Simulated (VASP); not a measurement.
Here is a VASP 6.6.1 calculation.

INCAR

```
PREC = Accurate
ENCUT = 600
EDIFF = 1E-6
ISMEAR = 0
SIGMA = 0.1
LREAL = False
LASPH = True
NELM = 60
ALGO = Fast
ISIF = 3
LWAVE = False
LCHARG = False
GGA = PE
IBRION = 2
NSW = 90
EDIFFG = -0.04
```

Contents of KPOINTS:

```
regular mesh
0
Gamma
  4 4 4
```

POSCAR

```
Al4Pt
1.0
   -2.6549847700      2.6549847700      2.6549847700
    2.6549847700     -2.6549847700      2.6549847700
    2.6549847700      2.6549847700     -2.6549847700
Al Pt
4 1
Direct
    0.5000000000      0.5000000000      0.5000000000
    0.5000000000      0.0000000000      0.0000000000
    0.0000000000      0.0000000000      0.5000000000
    0.0000000000      0.5000000000      0.0000000000
    0.0000000000      0.0000000000      0.0000000000
```

Potentials or basis: VASP PAW PBE potentials, release 64 (Al, Pt).

Command:

```console
$ cat potpaw_PBE.64/Al/POTCAR potpaw_PBE.64/Pt/POTCAR > POTCAR
$ mpirun -np 1 vasp_std > vasp.out
```

What does it give for the relaxed volume?

19.65 Å³/atom.

Predict the space group after relaxing (to 0.05 Å).

Im-3m (No. 229).

Step by step:
```tsv
step	energy change (eV)	largest force (eV/Å)	pressure (GPa)	volume (Å³)
1	0.0000	0.0000	46.05	74.86
2	-0.6209	0.0000	-13.74	131.83
3	-2.6161	0.0000	-0.91	98.90
4	-2.6187	0.0000	-0.28	98.23
```

Caveat: the k points lie up to 0.38 Å⁻¹ apart in the final cell; the volume moved by over 15 % at a fixed basis, so the end points are rough.
